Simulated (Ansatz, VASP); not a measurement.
**One calculation of AlSe3, two programs**

```
Al Se
1.0
    -2.18966    2.18966    4.89120
     2.18966   -2.18966    4.89120
     2.18966    2.18966   -4.89120
Al Se
1 3
Direct
  0.00000 0.00000 0.00000
  0.50000 0.50000 0.00000
  0.25000 0.75000 0.50000
  0.75000 0.25000 0.50000
```

Alike in both runs: task relaxation of cell and atoms; functional PBE; k mesh 6 × 6 × 6; occupations gaussian, width 0.1 eV; no spin polarisation.

```csv
,VASP,Ansatz
version,VASP 6.6.1,Ansatz 0.2.0
potentials or method,"VASP PAW PBE potentials, release 64 (Al, Se), cutoff 600 eV","scalar-relativistic, plane waves, PAW"
valence electrons in the cell,21,51
```

|  | VASP | Ansatz | Ansatz less VASP |
| --- | --- | --- | --- |
| gap on the k mesh at the Fermi level, each at its own relaxed structure (eV) | none | none | - |
| relaxed volume (Å³/atom) | 25.93 | 25.75 | -0.181 |
| relaxed cell length with the largest relative difference (Å) | 7.932 | 7.885 | -0.0464 |

A gap of «none» marks a metal or a gap that the smearing closes. VASP's potentials hold 21 valence electrons a cell and Ansatz's 51, so a difference there can come from the potentials and not from the codes.
